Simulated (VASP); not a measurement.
FeRu, 2 atoms in the cell. Symmetry: P-6m2, No. 187, hexagonal system. Conventional cell: a = 2.722 Å, b = 2.722 Å, c = 3.948 Å, α = 90.00°, β = 90.00°, γ = 120.00°. Within 3.3 Å of Fe (site symmetry -6m2) lie 6 Ru at 2.52 Å and 6 Fe at 2.72 Å. Within 3.3 Å of Ru (site symmetry -6m2) lie 6 Fe at 2.52 Å and 6 Ru at 2.72 Å.  This cell differs from its parent crystal: strain +0.030 along x and y, -0.030 along z.

| Item | Value |
| --- | --- |
| Program | VASP 6.6.1 |
| Task | single point |
| Functional | PBEsol |
| Potentials or basis | VASP PAW PBE potentials, release 64 (Fe, Ru_pv) |
| Cutoff | 520 eV |
| k mesh | 21 × 21 × 12 |
| Occupations | gaussian, width 0.15 eV |
| Spin | no spin polarisation |
| Dipole correction | no |
| Further INCAR settings | ALGO = Fast; EDIFF = 1e-07; NBANDS = 18 |

Potentials or basis: VASP PAW PBE potentials, release 64 (Fe, Ru_pv).

The run is started by

```console
$ cat potpaw_PBE.64/Fe/POTCAR potpaw_PBE.64/Ru_pv/POTCAR > POTCAR
$ mpirun -np 1 vasp_std > vasp.out
```

Hardware: 1 thread of Intel(R) Xeon(R) Platinum 8375C CPU @ 2.90GHz (Ice Lake), on a shared host.

Question: How long does it take, and how much memory?

Answer: Run time: 110 s on 1 thread of Intel(R) Xeon(R) Platinum 8375C CPU @ 2.90GHz (Ice Lake) (shared host), peak memory 0.27 GiB. Counts: scf iterations 18, k points 336.
